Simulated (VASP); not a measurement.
# SrTiO3 (a cell with a defect) in VASP: a series of runs

The runs below take SrTiO3 (a cell with a defect) through single point, with PBEsol, r2SCAN.

All numbers are computed with VASP 6.6.1; they aren't measurements. Logs are shortened: lines on timing, memory, paths and dates and some standing lists are left out, and cuts for length are marked.

## 1. The cell of the first run

The cell holds a defect, 40 atoms: a = 7.783 Å, b = 7.783 Å, c = 7.783 Å, α = 90.00°, β = 90.00°, γ = 90.00°.

## 2. Single point, PBEsol

The input, INCAR:

```
ALGO     = Normal         # electronic algorithm
EDIFF    = 1E-6           # SCF threshold, eV
ENCUT    = 520            # plane-wave cutoff, eV
GGA      = PS             # functional
ISIF     = 2              # what is computed and relaxed
ISMEAR   = -1             # smearing method
ISYM     = 0            
LASPH    = True           # aspherical terms in the spheres
LCHARG   = False          # write CHGCAR
LREAL    = Auto         
LWAVE    = False          # write WAVECAR
NBANDS   = 186            # bands
NELM     = 60             # most SCF steps
PREC     = Accurate       # precision mode
SIGMA    = 0.05           # smearing width, eV
```

The input, KPOINTS:

```
Automatic mesh
0
Gamma
  1 1 1
  0.25 0.25 0.25
```

The input, POSCAR:

```
SrTiO3
1.0
    7.7828210000      0.0000000000      0.0000000000
    0.0000000000      7.7828210000      0.0000000000
    0.0000000000      0.0000000000      7.7828210000
O Sr Ti
24 8 8
Direct
    0.1901000000      0.9883880000      0.1411460000
    0.1844600000      0.2632110000      0.9817760000
    0.2648140000      0.7019560000      0.9831160000
    0.2359310000      0.7894380000      0.4760910000
    0.8328400000      0.1921230000      0.9866020000
    0.7130010000      0.2603360000      0.4837300000
    0.7247930000      0.7512520000      0.9813650000
    0.7627680000      0.7361020000      0.4827380000
    0.9920130000      0.2634980000      0.2734950000
    0.9924650000      0.1850020000      0.7120740000
    0.9930820000      0.7253480000      0.2225900000
    0.9885770000      0.8341260000      0.7849720000
    0.4982330000      0.2356120000      0.1850460000
    0.5422020000      0.2705420000      0.8133640000
    0.4920150000      0.7623890000      0.2399480000
    0.4908470000      0.7137200000      0.7137180000
    0.2698310000      0.1609600000      0.4317410000
    0.2628610000      0.9940470000      0.7895600000
    0.2595790000      0.4913770000      0.2625530000
    0.1587480000      0.5444960000      0.7045340000
    0.7507710000      0.9938930000      0.2497380000
    0.7016330000      0.9920400000      0.7110500000
    0.7353560000      0.4921760000      0.2130940000
    0.7883140000      0.4989230000      0.7388580000
    0.9988780000      0.9978210000      0.4606710000
    0.9976230000      0.5140110000      0.9760220000
    0.9837940000      0.5100800000      0.4594670000
    0.5140950000      0.9988470000      0.9770620000
    0.5140150000      0.9855200000      0.4662490000
    0.5101180000      0.5146610000      0.9903060000
    0.5219090000      0.5208470000      0.4542500000
    0.2799670000      0.2829340000      0.6935030000
    0.2557620000      0.2536100000      0.2208670000
    0.0593030000      0.0595910000      0.9155220000
    0.2435120000      0.7582230000      0.2086540000
    0.2524540000      0.7546500000      0.7185210000
    0.7657030000      0.2442550000      0.2171460000
    0.7537630000      0.2567610000      0.7220510000
    0.7564370000      0.7576710000      0.2182290000
    0.7577850000      0.7668120000      0.7314890000
```

Potentials or basis: VASP PAW PBE potentials, release 64 (O, Sr_sv, Ti_sv).

On the command line:

```
$ cat potpaw_PBE.64/O/POTCAR potpaw_PBE.64/Sr_sv/POTCAR potpaw_PBE.64/Ti_sv/POTCAR > POTCAR
$ mpirun -np 1 vasp_std > vasp.out
```

OUTCAR:

```text
EDIFF = 1E-6
   ENCUT = 520
   GGA = PS
   ISIF = 2
   ISMEAR = -1
   ISYM = 0
   LASPH = True
   LREAL = Auto
   NELM = 60
   PREC = Accurate

 ion  position               nearest neighbor table
   1  0.190  0.988  0.141-  35 1.91  34 2.10  33 2.22  28 2.83  25 2.90
   2  0.184  0.263  0.982-  34 1.93  33 1.94  32 2.37  26 2.43  30 3.20  28 3.29
   3  0.265  0.702  0.983-  35 1.82  36 2.10  30 2.40  26 2.54  28 3.02
   4  0.236  0.789  0.476-  36 1.91  35 2.10  25 2.46  29 2.65  27 2.93  31 3.06
   5  0.833  0.192  0.987-  37 1.91  34 2.12  38 2.21  26 2.82  28 2.90
   6  0.713  0.260  0.484-  38 1.88  37 2.12  31 2.52  29 2.64  27 2.87  25 3.03
   7  0.725  0.751  0.981-  39 1.86  40 1.97  30 2.49  28 2.53  26 2.81
   8  0.763  0.736  0.483-  40 1.95  39 2.07  27 2.47  31 2.52  29 2.74  25 2.75
   9  0.992  0.263  0.273-  37 1.82  33 2.09  27 2.40  25 2.53  26 3.03
  10  0.992  0.185  0.712-  34 1.93  38 1.94  32 2.37  25 2.44  27 3.20  26 3.28
  11  0.993  0.725  0.223-  39 1.86  35 1.97  27 2.49  26 2.53  25 2.82
  12  0.989  0.834  0.785-  40 1.92  34 2.10  36 2.21  25 2.83  26 2.90
  13  0.498  0.236  0.185-  33 1.91  37 2.10  28 2.46  30 2.65  29 2.93  31 3.06
  14  0.542  0.271  0.813-  38 1.80  32 2.25  30 2.36  28 2.48  31 3.41  29 3.50
  15  0.492  0.762  0.240-  35 1.95  39 2.07  29 2.48  31 2.52  30 2.74  28 2.76
  16  0.491  0.714  0.714-  36 1.88  40 2.12  31 2.53  30 2.66  29 2.87  28 3.03
  17  0.270  0.161  0.432-  33 1.80  32 2.25  29 2.36  25 2.47  31 3.42  27 3.52
  18  0.263  0.994  0.790-  34 1.93  36 1.95  32 2.37  28 2.44  29 3.19  25 3.28
  19  0.260  0.491  0.263-  33 1.88  35 2.12  31 2.54  27 2.64  30 2.89  26 3.03
  20  0.159  0.544  0.705-  36 1.79  32 2.25  27 2.36  26 2.47  31 3.44  30 3.53
  21  0.751  0.994  0.250-  39 1.86  37 1.97  29 2.50  25 2.53  28 2.81
  22  0.702  0.992  0.711-  40 1.81  38 2.10  29 2.40  28 2.53  25 3.03
[... 17 lines left out ...]
                            27 3.43  30 3.43  29 3.44  26 3.59  25 3.60  28 3.62  36 3.68  33 3.69
  33  0.256  0.254  0.221-  17 1.80  19 1.88  13 1.91   2 1.94   9 2.09   1 2.22  30 3.36  25 3.38
                            28 3.40  26 3.43  27 3.45  31 3.45  29 3.47  32 3.69
  34  0.059  0.060  0.916-   2 1.93  10 1.93  18 1.93  12 2.10   1 2.10   5 2.12  32 2.99  26 3.60
                            28 3.60  25 3.60
  35  0.244  0.758  0.209-   3 1.82   1 1.91  15 1.95  11 1.97   4 2.10  19 2.12  26 3.25  30 3.28
                            25 3.31  28 3.35  29 3.40  27 3.41  31 3.43
  36  0.252  0.755  0.719-  20 1.79  16 1.88   4 1.91  18 1.95   3 2.10  12 2.21  29 3.35  26 3.38
                            25 3.39  28 3.44  31 3.46  30 3.46  27 3.47  32 3.68
  37  0.766  0.244  0.217-   9 1.82   5 1.91  23 1.94  21 1.97  13 2.10   6 2.12  25 3.25  27 3.27
                            28 3.31  26 3.34  30 3.39  31 3.41  29 3.41
  38  0.754  0.257  0.722-  14 1.80   6 1.88  24 1.91  10 1.94  22 2.10   5 2.21  27 3.36  28 3.38
                            26 3.39  31 3.44  25 3.44  29 3.45  30 3.46  32 3.70
  39  0.756  0.758  0.218-  21 1.86  11 1.86   7 1.86  15 2.07   8 2.07  23 2.07  31 3.18  27 3.22
                            30 3.22  29 3.23  28 3.26  25 3.26  26 3.27
  40  0.758  0.767  0.731-  22 1.81  12 1.92   8 1.95   7 1.97  24 2.10  16 2.12  28 3.24  29 3.28
                            26 3.31  25 3.35  27 3.40  30 3.41  31 3.42

IMPORTANT INFORMATION: All symmetrisations will be switched off!
NOSYMM: (Re-)initialisation of all symmetry stuff for point group C_1.

----------------------------------------------------------------------------------------

                                     Primitive cell

  volume of cell :     471.4234

  direct lattice vectors                    reciprocal lattice vectors
     7.782821000  0.000000000  0.000000000     0.128488115  0.000000000  0.000000000
     0.000000000  7.782821000  0.000000000     0.000000000  0.128488115  0.000000000
     0.000000000  0.000000000  7.782821000     0.000000000  0.000000000  0.128488115

  length of vectors
     7.782821000  7.782821000  7.782821000     0.128488115  0.128488115  0.128488115

  position of ions in fractional coordinates (direct lattice)
     0.190100000  0.988388000  0.141146000
     0.184460000  0.263211000  0.981776000
     0.264814000  0.701956000  0.983116000
     0.235931000  0.789438000  0.476091000
     0.832840000  0.192123000  0.986602000
     0.713001000  0.260336000  0.483730000
[... 32 lines left out ...]
     0.756437000  0.757671000  0.218229000
     0.757785000  0.766812000  0.731489000

  ion indices of the primitive-cell ions
   primitive index   ion index
                 1           1
                 2           2
                 3           3
                 4           4
                 5           5
                 6           6
[... 32 lines left out ...]
                39          39
                40          40

----------------------------------------------------------------------------------------

 KPOINTS: Automatic mesh

Automatic generation of k-mesh.
 Grid dimensions read from file:
 generate k-points for:    1    1    1

 Generating k-lattice:

  Cartesian coordinates                     Fractional coordinates (reciprocal lattice)
     0.128488115  0.000000000  0.000000000     1.000000000  0.000000000  0.000000000
     0.000000000  0.128488115  0.000000000     0.000000000  1.000000000  0.000000000
     0.000000000  0.000000000  0.128488115     0.000000000  0.000000000  1.000000000

  Length of vectors
     0.128488115  0.128488115  0.128488115

  Shift w.r.t. Gamma in fractional coordinates (k-lattice)
     0.250000000  0.250000000  0.250000000

 Subroutine IBZKPT returns following result:
 ===========================================

 Found      4 irreducible k-points:

 Following reciprocal coordinates:
            Coordinates               Weight
  0.250000  0.250000  0.250000      2.000000
 -0.250000  0.250000  0.250000      2.000000
 -0.250000 -0.250000  0.250000      2.000000
  0.250000 -0.250000  0.250000      2.000000
   k-points           NKPTS =      4   k-points in BZ     NKDIM =      4   number of bands    NBANDS=    186
   number of dos      NEDOS =    301   number of ions     NIONS =     40
   total plane-waves  NPLWV = 216000
   dimension x,y,z NGX =    60 NGY =   60 NGZ =   60
   dimension x,y,z NGXF=   120 NGYF=  120 NGZF=  120
   ions per type =              24   8   8
   NGX,Y,Z   is equivalent  to a cutoff of  12.82, 12.82, 12.82 a.u.
   NGXF,Y,Z  is equivalent  to a cutoff of  25.63, 25.63, 25.63 a.u.
 SYSTEM =  unknown system
   PREC   = accura    normal or accurate (medium, high low for compatibility)
   ISTART =      0    job   : 0-new  1-cont  2-samecut
   ICHARG =      2    charge: 1-file 2-atom 10-const
   ISPIN  =      1    spin polarized calculation?
   LNONCOLLINEAR =      F non collinear calculations
   LSORBIT =      F    spin-orbit coupling
   LASPH  =      T    aspherical Exc in radial PAW
   ENCUT  =  520.0 eV  38.22 Ry    6.18 a.u.  14.47 14.47 14.47*2*pi/ulx,y,z
   NELM   =     60;   NELMIN=  2; NELMDL= -5     # of ELM steps
   EDIFF  = 0.1E-05   stopping-criterion for ELM
   LREAL  =      T    real-space projection
   EDIFFG = 0.1E-04   stopping-criterion for IOM
   NSW    =      0    number of steps for IOM
   IBRION =     -1    ionic relax: 0-MD 1-quasi-New 2-CG
   NFREE  =      0    steps in history (QN), initial steepest desc. (CG)
   ISIF   =      2    stress and relaxation
   ISYM   =      0    0-nonsym 1-usesym 2-fastsym
   POTIM  = 0.5000    time-step for ionic-motion
   TEBEG  =    0.0;   TEEND  =   0.0 temperature during run
   PSTRESS=    0.0 pullay stress
   NELECT =     320.0000    total number of electrons
   NUPDOWN=      -1.0000    fix difference up-down
   EMIN   =  10.00;   EMAX   =-10.00  energy-range for DOS
   EFERMI =   0.00;   METHOD = LEGACY
   ISMEAR =    -1;   SIGMA  =   0.05  broadening in eV -4-tet -1-fermi 0-gaus
   EFERMI_NEDOS =   21; number of points for ismear=-14 and -15
   IALGO  =     38    algorithm
   IMIX   =      4    mixing-type and parameters
     AMIX     =   0.40;   BMIX     =  1.00
     AMIX_MAG =   1.60;   BMIX_MAG =  1.00
  volume/ion in A,a.u.               =      11.79        79.53
  Fermi-wavevector in a.u.,A,eV,Ry     =   1.438758  2.718859 28.164398  2.070025
  Thomas-Fermi vector in A             =   2.557689
   LORBIT       =      0    0 simple, 1 ext, 2 COOP (PROOUT), +10 PAW based schemes
   GGA     = PS    functional components
   LHFCALC =     F    Hartree Fock is set to
   AEXX    =    0.0000 exact exchange contribution
   IVDW    =     0    specifies the selected vdW correction
   LEPSILON=     F    determine dielectric tensor
   LRPA    =     F    only Hartree local field effects (RPA)
 non-spin polarized calculation
  energy-cutoff  :      520.00
  volume of cell :      471.42
 maximum number of plane-waves:     12704
 NGX is ok and might be reduce to    60
   NGX = 29   NGY = 29   NGZ = 29

 number of electron     320.0000023 magnetization

 Free energy of the ion-electron system (eV)
  ---------------------------------------------------
  ext. energy  EPLUGINS =         0.00000000
  ---------------------------------------------------
  free energy    TOTEN  =      -330.42880198 eV

  energy without entropy =     -330.42880198  energy(sigma->0) =     -330.42880198

 E-fermi :   4.8494     XC(G=0): -11.5443

 val. band max:        3.5711082163   @ k =   0.2500  -0.2500   0.2500
 cond. band min:       6.4422466973   @ k =   0.2500  -0.2500   0.2500
 fundamental gap:      2.8711384810
 Fermi energy:         4.8494179574

 k-point     1 :       0.2500    0.2500    0.2500
  band No.  band energies     occupation
      1     -52.7671      2.00000
      2     -52.2476      2.00000
      3     -52.1586      2.00000
      4     -52.1505      2.00000
      5     -52.1492      2.00000
      6     -51.7722      2.00000
[... 689 lines left out ...]
    171       7.4425      0.00000
    172       7.5371      0.00000
 [bands above 172 left out]

------------------------ aborting loop because EDIFF is reached ----------------------------------------

  FORCE on cell =-STRESS in cart. coord.  units (eV):
  Direction    XX          YY          ZZ          XY          YZ          ZX
  --------------------------------------------------------------------------------------
  -------------------------------------------------------------------------------------
  Total       18.5859942     18.8775799     18.3540130      1.1232533     -1.2648292     -1.3234967
  in kB       63.1662730     64.1572548     62.3778629      3.8174834     -4.2986425     -4.4980298
  external PRESSURE =      63.2337969 kB  Pullay stress =       0.0000000 kB

 VOLUME and BASIS-vectors are now :
 -----------------------------------------------------------------------------
  energy-cutoff  :      520.00
  volume of cell :      471.42
      direct lattice vectors                 reciprocal lattice vectors
     7.782821000  0.000000000  0.000000000     0.128488115  0.000000000  0.000000000
     0.000000000  7.782821000  0.000000000     0.000000000  0.128488115  0.000000000
     0.000000000  0.000000000  7.782821000     0.000000000  0.000000000  0.128488115

 POSITION                                       TOTAL-FORCE (eV/Angst)
 -----------------------------------------------------------------------------------
      1.47951      7.69245      1.09851         0.009868      0.029341      0.023346
      1.43562      2.04852      7.64099         0.019096      0.020916      0.030639
      2.06100      5.46320      7.65142        -0.025755     -0.001596     -0.104525
      1.83621      6.14405      3.70533        -0.031738      0.003238     -0.022043
      6.48184      1.49526      7.67855        -0.024276     -0.011375     -0.042500
      5.54916      2.02615      3.76478        -0.001360     -0.013347     -0.046034
[... 32 lines left out ...]
      5.88721      5.89682      1.69844        -0.005635     -0.013532      0.015250
      5.89771      5.96796      5.69305         0.016951     -0.111169     -0.035872
 -----------------------------------------------------------------------------------
    total drift:                               -0.030398      0.002916     -0.014574

  FREE ENERGIE OF THE ION-ELECTRON SYSTEM (eV)
  ---------------------------------------------------
  free  energy   TOTEN  =      -330.4288019829 eV

  energy  without entropy=     -330.4288019828  energy(sigma->0) =     -330.42880198
```

Wall time 25 min (1 thread of AMD EPYC 7R13, shared host); peak memory 0.63 GiB.

Results:

```
Free energy            : -330.4288 eV
Pressure               : 6.3 GPa
Largest force          : 0.118 eV/Å
Band gap on the k mesh : 2.87 eV
```

Forces in eV/Å, atoms in the order of the input:
```
O    0.010  0.029  0.023
O    0.019  0.021  0.031
O   -0.026 -0.002 -0.105
O   -0.032  0.003 -0.022
O   -0.024 -0.011 -0.043
O   -0.001 -0.013 -0.046
O    0.004  0.022 -0.016
O   -0.010  0.024  0.013
O    0.008  0.022 -0.038
O   -0.012  0.008 -0.009
O    0.028  0.011  0.015
O   -0.001 -0.015 -0.009
O    0.031  0.052  0.044
O    0.017 -0.038  0.025
O    0.012  0.005 -0.031
O    0.042 -0.017  0.052
O    0.001 -0.009  0.018
O   -0.001 -0.042  0.003
O    0.014  0.042 -0.006
O   -0.014 -0.020  0.020
O    0.018  0.009 -0.014
O    0.016  0.104  0.031
O    0.019  0.011  0.004
O   -0.001  0.031 -0.002
Sr  -0.039  0.003 -0.004
Sr  -0.045  0.040  0.031
Sr   0.035 -0.030  0.035
Sr  -0.028  0.001  0.014
Sr  -0.014 -0.043 -0.029
Sr  -0.030 -0.026 -0.013
Sr  -0.069  0.010  0.023
Sr   0.051 -0.001 -0.058
Ti  -0.019 -0.046 -0.049
Ti  -0.033 -0.066  0.033
Ti   0.026  0.005  0.086
Ti   0.012  0.077  0.018
Ti  -0.028 -0.010 -0.015
Ti   0.051 -0.016  0.010
Ti  -0.006 -0.014  0.015
Ti   0.017 -0.111 -0.036
```

Stress tensor (GPa, compression positive):
```
 6.32  0.38 -0.45
 0.38  6.42 -0.43
-0.45 -0.43  6.24
```

Levels at points of the mesh, in eV from the valence-band top:
```tsv
k point	band 157	band 158	band 159	band 160	band 161	band 162	band 163	band 164
(0.25, 0.25, 0.25)	-0.11	-0.07	-0.02	-0.01	2.87	2.98	3.04	3.13
```

Caveat: the PAW data sets were made with another functional, which shifts forces and pressure a little.

## 3. Single point, r2SCAN

POSCAR is that of step 2.

The input, INCAR.step1:

```
  ALGO = Normal
  EDIFF = 1E-4
  ENCUT = 520
  GGA = PE
  ISMEAR = -1
  ISYM = 0
  LASPH = T
  LCHARG = F
  LREAL = Auto
  LWAVE = T
  NBANDS = 186
  NELM = 80
  PREC = Accurate
  SIGMA = 0.05
```

The input, INCAR.step2:

```
  ALGO = Normal
  EDIFF = 1E-7
  ENCUT = 520
  ISIF = 2
  ISMEAR = -1
  ISTART = 1
  ISYM = 0
  LASPH = T
  LCHARG = F
  LMIXTAU = T
  LREAL = Auto
  LWAVE = F
  METAGGA = R2SCAN
  NBANDS = 186
  NELM = 80
  PREC = Accurate
  SIGMA = 0.05
```

KPOINTS is that of step 2.

Potentials or basis: VASP PAW PBE potentials, release 64 (O, Sr_sv, Ti_sv).

On the command line:

```
$ cat potpaw_PBE.64/O/POTCAR potpaw_PBE.64/Sr_sv/POTCAR potpaw_PBE.64/Ti_sv/POTCAR > POTCAR
$ cp INCAR.step1 INCAR
$ mpirun -np 1 vasp_std > vasp.out
$ cp INCAR.step2 INCAR
$ mpirun -np 1 vasp_std > vasp.out
```

It took 64 min on 1 thread of AMD EPYC 7R13, shared host; peak memory 0.69 GiB.

It converged, with:

```yaml
Free_energy: -500.0008 eV
Pressure: 9.5 GPa
Largest_force: 0.233 eV/Å
Band_gap_on_the_k_mesh: 3.26 eV
```

Forces in eV/Å, atoms in the order of the input:
```
O    0.014  0.062  0.056
O    0.090  0.061  0.075
O   -0.037  0.015 -0.140
O   -0.015 -0.025 -0.059
O   -0.056 -0.011 -0.075
O   -0.001 -0.008 -0.084
O    0.038  0.042 -0.032
O    0.005  0.077 -0.003
O    0.036  0.015 -0.058
O   -0.054  0.078 -0.048
O    0.046  0.046 -0.001
O    0.028 -0.047 -0.011
O    0.069  0.076  0.076
O    0.082 -0.035 -0.049
O    0.030  0.023 -0.085
O    0.079 -0.020  0.051
O    0.008  0.065 -0.045
O    0.039 -0.086 -0.066
O    0.024  0.079 -0.006
O    0.059  0.043  0.015
O    0.038  0.026 -0.048
O    0.035  0.138  0.043
O    0.072  0.030 -0.014
O   -0.028  0.069 -0.022
Sr  -0.074 -0.018  0.006
Sr  -0.069  0.035  0.064
Sr   0.069 -0.089  0.089
Sr  -0.040 -0.031  0.034
Sr  -0.062 -0.015  0.025
Sr  -0.090 -0.076 -0.044
Sr  -0.177 -0.088  0.124
Sr   0.143  0.090 -0.152
Ti  -0.112 -0.148 -0.066
Ti  -0.060 -0.091  0.059
Ti  -0.021 -0.032  0.136
Ti  -0.082  0.092  0.112
Ti  -0.075 -0.062  0.021
Ti   0.065 -0.113  0.107
Ti   0.003 -0.006  0.006
Ti  -0.018 -0.162  0.009
```

Stress tensor (GPa, compression positive):
```
 9.46  0.32 -0.40
 0.32  9.57 -0.37
-0.40 -0.37  9.38
```

Levels at points of the mesh, in eV from the valence-band top:
| k point | band 156 | band 157 | band 158 | band 159 | band 160 | band 161 | band 162 | band 163 | band 164 | band 165 |
| --- | --- | --- | --- | --- | --- | --- | --- | --- | --- | --- |
| (0.25, 0.25, 0.25) | -0.16 | -0.12 | -0.07 | -0.02 | -0.01 | 3.26 | 3.40 | 3.46 | 3.55 | 3.59 |

Caveat: the PAW data sets were made with another functional, which shifts forces and pressure a little.
